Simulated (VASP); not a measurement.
# BAs (P6_3/mmc) in VASP: settings compared, part 2 of 2

VASP 6.6.1. The steps go on from the part before.

### 3 Single point, r2SCAN

POSCAR

```
BAs
1.0
    3.2550128174      0.0000000000      0.0000000000
   -1.6275064087      2.8189237895      0.0000000000
    0.0000000000      0.0000000000      5.4210204988
B As
2 2
Direct
    0.0000000000      0.0000000000      0.0000000000
    0.0000000000      0.0000000000      0.5000000000
    0.3333333333      0.6666666667      0.2500000000
    0.6666666667      0.3333333333      0.7500000000
```

INCAR.step1

```
PREC = Accurate ; ENCUT = 520
ISMEAR = -1 ; SIGMA = 0.02
LREAL = F ; LASPH = T
NELM = 80 ; NBANDS = 16
GGA = PE ; ALGO = Normal
EDIFF = 1E-4 ; LWAVE = T
LCHARG = F
```

INCAR.step2

```
PREC = Accurate ; ENCUT = 520
EDIFF = 1E-6 ; ISMEAR = -1
SIGMA = 0.02 ; LREAL = F
LASPH = T ; NELM = 80
ALGO = Normal ; ISIF = 2
LWAVE = F ; LCHARG = F
METAGGA = R2SCAN ; LMIXTAU = T
NBANDS = 16 ; ISTART = 1
```

KPOINTS

```
regular mesh
0
Gamma
  9 9 4
```

Potentials or basis: VASP PAW PBE potentials, release 64 (B, As).

Command:

```console
$ cat potpaw_PBE.64/B/POTCAR potpaw_PBE.64/As/POTCAR > POTCAR
$ cp INCAR.step1 INCAR
$ mpirun -np 1 vasp_std > vasp.out
$ cp INCAR.step2 INCAR
$ mpirun -np 1 vasp_std > vasp.out
```

OUTCAR:

```text
PREC = Accurate
   ENCUT = 520
   EDIFF = 1E-6
   ISMEAR = -1
   LREAL = F
   LASPH = T
   NELM = 80
   ISIF = 2
   METAGGA = R2SCAN
   ISTART = 1

 ion  position               nearest neighbor table
   1  0.000  0.000  0.000-   3 2.32   4 2.32   3 2.32   4 2.32   4 2.32   3 2.32
   2  0.000  0.000  0.500-   3 2.32   4 2.32   3 2.32   4 2.32   4 2.32   3 2.32
   3  0.333  0.667  0.250-   1 2.32   2 2.32   1 2.32   2 2.32   1 2.32   2 2.32
   4  0.667  0.333  0.750-   1 2.32   2 2.32   1 2.32   2 2.32   1 2.32   2 2.32

  LATTYP: Found a hexagonal cell.
 ALAT       =     3.2550128174
 C/A-ratio  =     1.6654375276

  Lattice vectors:

 A1 = (   3.2550128174,   0.0000000000,   0.0000000000)
 A2 = (  -1.6275064087,   2.8189237895,   0.0000000000)
 A3 = (   0.0000000000,   0.0000000000,   5.4210204988)

Analysis of symmetry for initial positions (statically):
=====================================================================
 Subroutine PRICEL returns:
 Original cell was already a primitive cell.

 Routine SETGRP: Setting up the symmetry group for a
 hexagonal supercell.

 Subroutine GETGRP returns: Found 24 space group operations
 (whereof 12 operations were pure point group operations)
 out of a pool of 24 trial point group operations.

The static configuration has the point symmetry D_3d.
 The point group associated with its full space group is D_6h.

Analysis of symmetry for dynamics (positions and initial velocities):
=====================================================================
 Subroutine PRICEL returns:
 Original cell was already a primitive cell.

 Routine SETGRP: Setting up the symmetry group for a
 hexagonal supercell.

 Subroutine GETGRP returns: Found 24 space group operations
 (whereof 12 operations were pure point group operations)
[... 119 lines left out ...]
   NUPDOWN=      -1.0000    fix difference up-down
   EMIN   =  10.00;   EMAX   =-10.00  energy-range for DOS
   EFERMI =   0.00;   METHOD = LEGACY
   ISMEAR =    -1;   SIGMA  =   0.02  broadening in eV -4-tet -1-fermi 0-gaus
   EFERMI_NEDOS =   21; number of points for ismear=-14 and -15
   IALGO  =     38    algorithm
   IMIX   =      4    mixing-type and parameters
     AMIX     =   0.40;   BMIX     =  1.00
     AMIX_MAG =   1.60;   BMIX_MAG =  1.00
  volume/ion in A,a.u.               =      12.44        83.92
  Fermi-wavevector in a.u.,A,eV,Ry     =   1.121698  2.119701 17.118926  1.258206
  Thomas-Fermi vector in A             =   2.258353
   LORBIT       =      0    0 simple, 1 ext, 2 COOP (PROOUT), +10 PAW based schemes
   METAGGA = R2SCAN    functional components
   LHFCALC =     F    Hartree Fock is set to
   AEXX    =    0.0000 exact exchange contribution
   IVDW    =     0    specifies the selected vdW correction
   LEPSILON=     F    determine dielectric tensor
   LRPA    =     F    only Hartree local field effects (RPA)
 non-spin polarized calculation
  energy-cutoff  :      520.00
  volume of cell :       49.74
 maximum number of plane-waves:      1362
   NGX = 13   NGY = 13   NGZ = 21

 number of electron      15.9999999 magnetization

 Free energy of the ion-electron system (eV)
  ---------------------------------------------------
  ext. energy  EPLUGINS =         0.00000000
  ---------------------------------------------------
  free energy    TOTEN  =       -39.85092897 eV

  energy without entropy =      -39.84820738  energy(sigma->0) =      -39.84956818

 E-fermi :   7.0851     XC(G=0): -11.9679

 val. band max:        7.0634130202   @ k =   0.1111   0.1111   0.2500
 cond. band min:       7.0908434622   @ k =   0.3333   0.3333   0.5000
 fundamental gap:      0.0274304420
 Fermi energy:         7.0850896219

 k-point     1 :       0.0000    0.0000    0.0000
  band No.  band energies     occupation
      1      -9.5481      2.00000
      2      -5.7712      2.00000
      3      -3.1539      2.00000
      4       6.4108      2.00000
      5       6.4108      2.00000
      6       7.3286      0.00001
[... 433 lines left out ...]
      3      -2.6617      2.00000
      4      -0.4374      2.00000
      5       0.8192      2.00000
      6       0.8192      2.00000
[... 8 lines left out ...]
     15      16.1240      0.00000
     16      17.1644      0.00000

 [... further k-points ...]
[... 5 lines left out ...]
  --------------------------------------------------------------------------------------
  -------------------------------------------------------------------------------------
  Total       -0.0820999     -0.0820999      0.4183284      0.0000000      0.0000000      0.0000000
  in kB       -2.6444544     -2.6444544     13.4744430      0.0000000      0.0000000      0.0000000
  external PRESSURE =       2.7285114 kB  Pullay stress =       0.0000000 kB

 VOLUME and BASIS-vectors are now :
 -----------------------------------------------------------------------------
  energy-cutoff  :      520.00
  volume of cell :       49.74
      direct lattice vectors                 reciprocal lattice vectors
     3.255012817  0.000000000  0.000000000     0.307218452  0.177372656  0.000000000
    -1.627506409  2.818923789  0.000000000     0.000000000  0.354745312  0.000000000
     0.000000000  0.000000000  5.421020499     0.000000000  0.000000000  0.184467113

 POSITION                                       TOTAL-FORCE (eV/Angst)
 -----------------------------------------------------------------------------------
      0.00000      0.00000      0.00000        -0.000000      0.000000     -0.000000
      0.00000      0.00000      2.71051        -0.000000      0.000000     -0.000000
     -0.00000      1.87928      1.35526         0.000000      0.000000      0.000000
      1.62751      0.93964      4.06577        -0.000000      0.000000      0.000000
 -----------------------------------------------------------------------------------
    total drift:                               -0.000000      0.000000      0.000000

  FREE ENERGIE OF THE ION-ELECTRON SYSTEM (eV)
  ---------------------------------------------------
  free  energy   TOTEN  =       -39.8509289706 eV

  energy  without entropy=      -39.8482073823  energy(sigma->0) =      -39.84956818
```

OUTCAR.step1:

```text
PREC = Accurate
   ENCUT = 520
   ISMEAR = -1
   LREAL = F
   LASPH = T
[... 685 lines left out ...]
      0.00000      0.00000      0.00000         0.000000      0.000000      0.000000
      0.00000      0.00000      2.71051         0.000000      0.000000      0.000000
     -0.00000      1.87928      1.35526        -0.000000      0.000000      0.000000
      1.62751      0.93964      4.06577         0.000000     -0.000000     -0.000000
 -----------------------------------------------------------------------------------
    total drift:                               -0.000000      0.000000      0.000000

  FREE ENERGIE OF THE ION-ELECTRON SYSTEM (eV)
  ---------------------------------------------------
  free  energy   TOTEN  =       -18.7951110718 eV

  energy  without entropy=      -18.7925996626  energy(sigma->0) =      -18.79385537
```

OSZICAR.step1:

```text
N       E                     dE             d eps       ncg     rms          rms(c)
DAV:   1     0.337700907335E+02    0.33770E+02   -0.68007E+03  1152   0.894E+02
DAV:   2    -0.172103244283E+02   -0.50980E+02   -0.46577E+02  1576   0.141E+02
DAV:   3    -0.192403852153E+02   -0.20301E+01   -0.20106E+01  1504   0.266E+01
DAV:   4    -0.192495744260E+02   -0.91892E-02   -0.91864E-02  1384   0.186E+00
DAV:   5    -0.192496003980E+02   -0.25972E-04   -0.25972E-04  1440   0.989E-02    0.520E+00
DAV:   6    -0.188093141871E+02    0.44029E+00   -0.45616E-01  1424   0.441E+00    0.266E+00
DAV:   7    -0.187977512883E+02    0.11563E-01   -0.12406E-01  1544   0.197E+00    0.112E+00
DAV:   8    -0.187953260486E+02    0.24252E-02   -0.75461E-03  1376   0.600E-01    0.148E-01
DAV:   9    -0.187950763325E+02    0.24972E-03   -0.86975E-04  1360   0.206E-01    0.470E-02
DAV:  10    -0.187951110718E+02   -0.34739E-04   -0.11919E-04   736   0.698E-02
   1 F= -.18795111E+02 E0= -.18793855E+02  d E =-.251141E-02
```

Wall time 57 s (1 thread of Intel Xeon 6975P-C, shared host); peak memory 0.18 GiB.

Results:

```yaml
Free_energy: -39.8509 eV
Pressure: 0.3 GPa
Band_gap_on_the_k_mesh: zero (band 8 reaches 9.03 eV, above the bottom of band 9 at 2.75 eV)
```

Stress tensor (GPa, compression positive):
```
-0.26  0.00  0.00
 0.00 -0.26  0.00
 0.00  0.00  1.35
```

Caveat: the PAW data sets were made with another functional, which shifts forces and pressure a little.
